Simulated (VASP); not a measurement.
# Nb (I4/mmm) in VASP: further runs, part 3 of 3

VASP 6.6.1. The steps go on from the part before.

**5. Single point, r2SCAN (strain +0.000 along x and y, -0.050 along z)**

POSCAR

```
Nb
1.0
   -1.6639500000      1.6639500000      1.5807525000
    1.6639500000     -1.6639500000      1.5807525000
    1.6639500000      1.6639500000     -1.5807525000
Nb
1
Direct
    0.0000000000      0.0000000000      0.0000000000
```

INCAR.step1

```
PREC = Accurate
ENCUT = 520
ISMEAR = 0
SIGMA = 0.15
LREAL = F
LASPH = T
NELM = 60
NBANDS = 12
GGA = PE
ALGO = Normal
EDIFF = 1E-4
LWAVE = T
LCHARG = F
```

INCAR.step2

```
PREC = Accurate
ENCUT = 520
EDIFF = 1E-6
ISMEAR = 0
SIGMA = 0.15
LREAL = F
LASPH = T
NELM = 60
ALGO = Normal
ISIF = 2
LWAVE = F
LCHARG = F
METAGGA = R2SCAN
LMIXTAU = T
NBANDS = 12
ISTART = 1
```

KPOINTS

```
regular mesh
0
Gamma
  20 20 20
```

Potentials or basis: VASP PAW PBE potentials, release 64 (Nb_sv).

Started as:

```console
> cat potpaw_PBE.64/Nb_sv/POTCAR > POTCAR
> cp INCAR.step1 INCAR
> mpirun -np 1 vasp_std > vasp.out
> cp INCAR.step2 INCAR
> mpirun -np 1 vasp_std > vasp.out
```

OUTCAR:

```text
PREC = Accurate
   ENCUT = 520
   EDIFF = 1E-6
   ISMEAR = 0
   LREAL = F
   LASPH = T
   NELM = 60
   ISIF = 2
   METAGGA = R2SCAN
   ISTART = 1

 ion  position               nearest neighbor table
   1  0.000  0.000  0.000-

  LATTYP: Found a body centered tetragonal cell.
 ALAT       =     3.3279000000
 C/A-ratio  =     0.9500000000

  Lattice vectors:

 A1 = (  -1.6639500000,   1.6639500000,   1.5807525000)
 A2 = (   1.6639500000,  -1.6639500000,   1.5807525000)
 A3 = (   1.6639500000,   1.6639500000,  -1.5807525000)

Analysis of symmetry for initial positions (statically):
=====================================================================
 Subroutine PRICEL returns:
 Original cell was already a primitive cell.

 Routine SETGRP: Setting up the symmetry group for a
 body centered tetragonal supercell.

 Subroutine GETGRP returns: Found 16 space group operations
 (whereof 16 operations were pure point group operations)
 out of a pool of 16 trial point group operations.

The static configuration has the point symmetry D_4h.

Analysis of symmetry for dynamics (positions and initial velocities):
=====================================================================
 Subroutine PRICEL returns:
 Original cell was already a primitive cell.

 Routine SETGRP: Setting up the symmetry group for a
 body centered tetragonal supercell.

 Subroutine GETGRP returns: Found 16 space group operations
 (whereof 16 operations were pure point group operations)
 out of a pool of 16 trial point group operations.

The dynamic configuration has the point symmetry D_4h.

 Subroutine INISYM returns: Found 16 space group operations
 (whereof 16 operations are pure point group operations),
 and found     1 'primitive' translations

----------------------------------------------------------------------------------------

                                     Primitive cell

  volume of cell :      17.5067

  direct lattice vectors                    reciprocal lattice vectors
    -1.663950000  1.663950000  1.580752500     0.000000000  0.300489798  0.316305051
     1.663950000 -1.663950000  1.580752500     0.300489798  0.000000000  0.316305051
     1.663950000  1.663950000 -1.580752500     0.300489798  0.300489798  0.000000000

  length of vectors
     2.834825863  2.834825863  2.834825863     0.436283170  0.436283170  0.424956748

  position of ions in fractional coordinates (direct lattice)
     0.000000000  0.000000000  0.000000000

  ion indices of the primitive-cell ions
   primitive index   ion index
                 1           1

----------------------------------------------------------------------------------------

 KPOINTS: regular mesh

Automatic generation of k-mesh.
 Grid dimensions read from file:
 generate k-points for:   20   20   20

 Generating k-lattice:

  Cartesian coordinates                     Fractional coordinates (reciprocal lattice)
     0.000000000  0.015024490  0.015815253     0.050000000  0.000000000 -0.000000000
     0.015024490  0.000000000  0.015815253     0.000000000  0.050000000 -0.000000000
     0.015024490  0.015024490  0.000000000     0.000000000  0.000000000  0.050000000

  Length of vectors
     0.021814158  0.021814158  0.021247837

  Shift w.r.t. Gamma in fractional coordinates (k-lattice)
     0.000000000  0.000000000  0.000000000

 Subroutine IBZKPT returns following result:
 ===========================================

 Found    641 irreducible k-points:

 Following reciprocal coordinates:
            Coordinates               Weight
  0.000000  0.000000  0.000000      1.000000
  0.050000 -0.000000  0.000000      8.000000
  0.100000 -0.000000  0.000000      8.000000
  0.150000  0.000000 -0.000000      8.000000
  0.200000 -0.000000  0.000000      8.000000
  0.250000  0.000000  0.000000      8.000000
[... 16 lines left out ...]
 -0.400000  0.050000 -0.000000     16.000000
 -0.350000  0.050000 -0.000000     16.000000
 [... further k-points ...]
   k-points           NKPTS =    641   k-points in BZ     NKDIM =    641   number of bands    NBANDS=     12
   number of dos      NEDOS =    301   number of ions     NIONS =      1
   total plane-waves  NPLWV =  13824
   dimension x,y,z NGX =    24 NGY =   24 NGZ =   24
   dimension x,y,z NGXF=    48 NGYF=   48 NGZF=   48
   ions per type =               1
   NGX,Y,Z   is equivalent  to a cutoff of  14.07, 14.07, 14.07 a.u.
   NGXF,Y,Z  is equivalent  to a cutoff of  28.15, 28.15, 28.15 a.u.
 SYSTEM =  unknown system
   PREC   = accura    normal or accurate (medium, high low for compatibility)
   ISTART =      1    job   : 0-new  1-cont  2-samecut
   ICHARG =      0    charge: 1-file 2-atom 10-const
   ISPIN  =      1    spin polarized calculation?
   LNONCOLLINEAR =      F non collinear calculations
   LSORBIT =      F    spin-orbit coupling
   LASPH  =      T    aspherical Exc in radial PAW
   ENCUT  =  520.0 eV  38.22 Ry    6.18 a.u.   5.27  5.27  5.27*2*pi/ulx,y,z
   NELM   =     60;   NELMIN=  2; NELMDL=  0     # of ELM steps
   EDIFF  = 0.1E-05   stopping-criterion for ELM
   LREAL  =      F    real-space projection
   EDIFFG = 0.1E-04   stopping-criterion for IOM
   NSW    =      0    number of steps for IOM
   IBRION =     -1    ionic relax: 0-MD 1-quasi-New 2-CG
   NFREE  =      0    steps in history (QN), initial steepest desc. (CG)
   ISIF   =      2    stress and relaxation
   ISYM   =      2    0-nonsym 1-usesym 2-fastsym
   POTIM  = 0.5000    time-step for ionic-motion
   TEBEG  =    0.0;   TEEND  =   0.0 temperature during run
   PSTRESS=    0.0 pullay stress
   NELECT =      13.0000    total number of electrons
   NUPDOWN=      -1.0000    fix difference up-down
   EMIN   =  10.00;   EMAX   =-10.00  energy-range for DOS
   EFERMI =   0.00;   METHOD = LEGACY
   ISMEAR =     0;   SIGMA  =   0.15  broadening in eV -4-tet -1-fermi 0-gaus
   EFERMI_NEDOS =   21; number of points for ismear=-14 and -15
   IALGO  =     38    algorithm
   IMIX   =      4    mixing-type and parameters
     AMIX     =   0.40;   BMIX     =  1.00
     AMIX_MAG =   1.60;   BMIX_MAG =  1.00
  volume/ion in A,a.u.               =      17.51       118.14
  Fermi-wavevector in a.u.,A,eV,Ry     =   1.482476  2.801474 29.902020  2.197737
  Thomas-Fermi vector in A             =   2.596258
   LORBIT       =      0    0 simple, 1 ext, 2 COOP (PROOUT), +10 PAW based schemes
   METAGGA = R2SCAN    functional components
   LHFCALC =     F    Hartree Fock is set to
   AEXX    =    0.0000 exact exchange contribution
   IVDW    =     0    specifies the selected vdW correction
   LEPSILON=     F    determine dielectric tensor
   LRPA    =     F    only Hartree local field effects (RPA)
 non-spin polarized calculation
 Gauss-broadening in eV      SIGMA  =   0.15
  energy-cutoff  :      520.00
  volume of cell :       17.51
 maximum number of plane-waves:       482
 NGX is ok and might be reduce to    24
   NGX = 11   NGY = 11   NGZ = 11

 number of electron      13.0000000 magnetization

 Free energy of the ion-electron system (eV)
  ---------------------------------------------------
  ext. energy  EPLUGINS =         0.00000000
  ---------------------------------------------------
  free energy    TOTEN  =       -24.83186478 eV

  energy without entropy =      -24.81594238  energy(sigma->0) =      -24.82390358

 E-fermi :  11.5552     XC(G=0): -13.7912

 val. band max:       11.5546566835   @ k =  -0.2500   0.3000   0.1000
 cond. band min:      11.5562040527   @ k =   0.0000   0.0000   0.0000
 fundamental gap:      0.0015473692
 Fermi energy:        11.5552263038

 k-point     1 :       0.0000    0.0000    0.0000
  band No.  band energies     occupation
      1     -44.5723      2.00000
      2     -19.0446      2.00000
      3     -19.0441      2.00000
      4     -19.0441      2.00000
      5       5.2102      2.00000
      6      11.5562      0.99264
      7      12.2236      0.00000
      8      12.2236      0.00000
      9      14.7209      0.00000
     10      15.6178      0.00000
     11      26.1873      0.00000
     12      26.1873      0.00000
[... 331 lines left out ...]
 k-point    24 :      -0.3500    0.0500   -0.0000
  band No.  band energies     occupation
      1     -44.3486      2.00000
      2     -20.2115      2.00000
      3     -19.4233      2.00000
      4     -19.0903      2.00000
      5       7.7984      2.00000
      6      10.0816      2.00000
      7      11.8317      0.00914
      8      15.0803      0.00000
      9      15.5660      0.00000
     10      16.1114      0.00000
     11      25.5493      0.00000
     12      27.7182      0.00000

 [... further k-points ...]
[... 5 lines left out ...]
  --------------------------------------------------------------------------------------
  -------------------------------------------------------------------------------------
  Total        0.3919293      0.3919293      0.9453444      0.0000000      0.0000000      0.0000000
  in kB       35.8685539     35.8685539     86.5159544      0.0000000      0.0000000      0.0000000
  external PRESSURE =      52.7510207 kB  Pullay stress =       0.0000000 kB

 VOLUME and BASIS-vectors are now :
 -----------------------------------------------------------------------------
  energy-cutoff  :      520.00
  volume of cell :       17.51
      direct lattice vectors                 reciprocal lattice vectors
    -1.663950000  1.663950000  1.580752500     0.000000000  0.300489798  0.316305051
     1.663950000 -1.663950000  1.580752500     0.300489798  0.000000000  0.316305051
     1.663950000  1.663950000 -1.580752500     0.300489798  0.300489798  0.000000000

 POSITION                                       TOTAL-FORCE (eV/Angst)
 -----------------------------------------------------------------------------------
      0.00000      0.00000      0.00000        -0.000000      0.000000      0.000000
 -----------------------------------------------------------------------------------
    total drift:                                0.000000      0.000000      0.000000

  FREE ENERGIE OF THE ION-ELECTRON SYSTEM (eV)
  ---------------------------------------------------
  free  energy   TOTEN  =       -24.8318647758 eV

  energy  without entropy=      -24.8159423757  energy(sigma->0) =      -24.82390358
```

Run time: 5.1 min. Hardware: 1 thread of Intel Xeon Platinum 8375C at 2.90GHz (Ice Lake), shared host; peak memory 0.25 GiB.

Results:

| Quantity | Value |
| --- | --- |
| Free energy | -24.8319 eV |
| Pressure | 5.3 GPa |
| Band gap on the k mesh | zero (an odd number of electrons rules out a gap without spin polarisation) |

Stress tensor (GPa, compression positive):
```
3.59 0.00 0.00
0.00 3.59 0.00
0.00 0.00 8.65
```

Levels at points of the mesh, in eV from the Fermi level:
```csv
k point,band 3,band 4,band 5,band 6,band 7,band 8,band 9,band 10
"(0.00, 0.00, 0.00)",-30.60,-30.60,-6.35,0.00,0.67,0.67,3.17,4.06
"(0.50, 0.00, 0.00)",-31.11,-30.65,-4.06,-2.03,2.55,3.76,4.76,6.89
"(0.50, 0.50, 0.00)",-31.05,-30.58,-4.00,-1.33,2.12,3.11,4.19,6.80
"(0.50, 0.50, 0.50)",-31.72,-31.56,-4.14,-4.01,6.01,6.01,6.17,9.34
```

Caveat: the cell differs from its parent crystal (strain +0.000 along x and y, -0.050 along z); the stress differs along the axes, from 4 to 9 GPa; the PAW data sets were made with another functional, which shifts forces and pressure a little.

**6. The runs side by side**

| cell | gap on the mesh (eV) | pressure (GPa) |
| --- | --- | --- |
| a = 2.762 Å, angles 110.2, 110.2, 108.1°, 1 atom | none | 22.1 |
| a = 2.787 Å, angles 110.9, 110.9, 106.7°, 1 atom | none | 16.1 |
| a = 2.786 Å, angles 108.8, 108.8, 110.9°, 1 atom | none | 15.8 |
| a = 2.835 Å, angles 108.1, 108.1, 112.2°, 1 atom | none | 5.3 |

Alike in all rows: task single point; level r2SCAN; potentials or basis VASP PAW PBE potentials, release 64 (Nb_sv); no spin polarisation; k mesh 20 × 20 × 20; cutoff (eV) 520; smearing gaussian 0.15 eV.

Caveats: the PAW data sets were made with another functional, which shifts forces and pressure a little; the cell stands under pressure (at least some runs); the stress differs along the axes, from 11 to 19 GPa (at least some runs); the stress differs along the axes, from 4 to 9 GPa (at least some runs).

Absolute energies hang on the potentials; compare differences alone.
